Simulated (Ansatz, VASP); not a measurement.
Hf2WS2: VASP beside Ansatz

```xyz
5
Lattice="5.1724 0.0000 0.0000 0.0000 5.1724 0.0000 0.0000 0.0000 4.4030" Properties=species:S:1:pos:R:3 pbc="T T T"
Hf    0.0000    2.5862    0.0000
Hf    2.5862    0.0000    0.0000
W     0.0000    0.0000    0.0000
S     2.5862    2.5862    2.2015
S     0.0000    0.0000    2.2015
```

Alike in both runs: functional PBE; k mesh 8 × 8 × 8; occupations gaussian, width 0.1 eV; no spin polarisation.

Ansatz relaxed the structure, and its values are those at the end. VASP's run is a single point on that final structure, the one shown.

|  | VASP | Ansatz |
| --- | --- | --- |
| version | VASP 6.6.1 | Ansatz 0.2.0 |
| potentials or method | VASP PAW PBE potentials, release 64 (Hf_pv, W_sv, S), cutoff 520 eV | scalar-relativistic, plane waves, PAW |
| valence electrons in the cell | 46 | 78 |

```csv
,VASP,Ansatz,Ansatz less VASP
gap on the k mesh at the Fermi level (eV),none,none,-
pressure (GPa),-0.4,0.0,+0.39
```

A gap of «none» marks a metal or a gap that the smearing closes. VASP's potentials hold 46 valence electrons a cell and Ansatz's 78, so a difference there can come from the potentials and not from the codes.

Neither program's run includes spin-orbit coupling.
